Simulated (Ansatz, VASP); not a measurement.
## Ni in VASP and in Ansatz

INCAR

```
SYSTEM = Ni
ALGO = Normal
EDIFF = 1E-6
ENCUT = 600
GGA = PS
GGA_COMPAT = .False.
ISIF = 2
ISMEAR = 0
ISPIN = 2
LASPH = .True.
LCHARG = .False.
LMAXMIX = 4
LORBIT = 11
LREAL = .False.
LWAVE = .False.
MAGMOM = 2
NBANDS = 15
NELM = 200
PREC = Accurate
SIGMA = 0.1
```

File KPOINTS:

```
k-points
0
Gamma
  8 8 8
  0 0 0
```

Contents of POSCAR:

```
Ni
1.0
    0.0000000000      1.7375729330      1.7375729330
    1.7375729330      0.0000000000      1.7375729330
    1.7375729330      1.7375729330      0.0000000000
Ni
1
Direct
    0.0000000000      0.0000000000      0.0000000000
```

Input for Ansatz:

```yaml
crystal:
  lattice:
    - [0.0, 1.737572933, 1.737572933]
    - [1.737572933, 0.0, 1.737572933]
    - [1.737572933, 1.737572933, 0.0]
  atoms:
    - { symbol: Ni, position: [0.0, 0.0, 0.0], spin: 2.0 }
basis:
  ecutwfc: 420
kpoints:
  mp_grid: { grid: [8, 8, 8] }
hamiltonian:
  xc: pbesol
scf:
  occupations: { method: gaussian, width: 0.1 }
  lower_state_search: "off"
output:
  forces: true
  stress: true
  eigenvalues: true
  populations: true
magnetization:
  spin_polarized: true
```

Alike in both runs: task single point; functional PBEsol; k mesh 8 × 8 × 8; occupations gaussian, width 0.1 eV; collinear spin.

```csv
,VASP,Ansatz
version,VASP 6.6.1,Ansatz 0.2.0
potentials or method,"VASP PAW PBE potentials, release 64 (Ni), cutoff 600 eV","scalar-relativistic, plane waves, PAW"
valence electrons in the cell,10,18
```

```csv
,VASP,Ansatz,Ansatz less VASP
gap on the k mesh at the Fermi level (eV),none,none,-
pressure (GPa),-2.1,-2.0,+0.10
net moment per atom (μB),0.70,0.70,0.000
size of the moment on the site where the two differ most (μB),0.70,0.73,+0.029
```

VASP's potentials were made for PBE, not for PBEsol. Site moments also hang on the region over which each program counts them. A gap of «none» marks a metal or a gap that the smearing closes. The functional is the same, so the differences come from potentials, cutoffs and numerics. VASP's potentials hold 10 valence electrons a cell and Ansatz's 18, so a difference there can come from the potentials and not from the codes.

The k mesh is coarse, so the values compare programs but aren't converged.
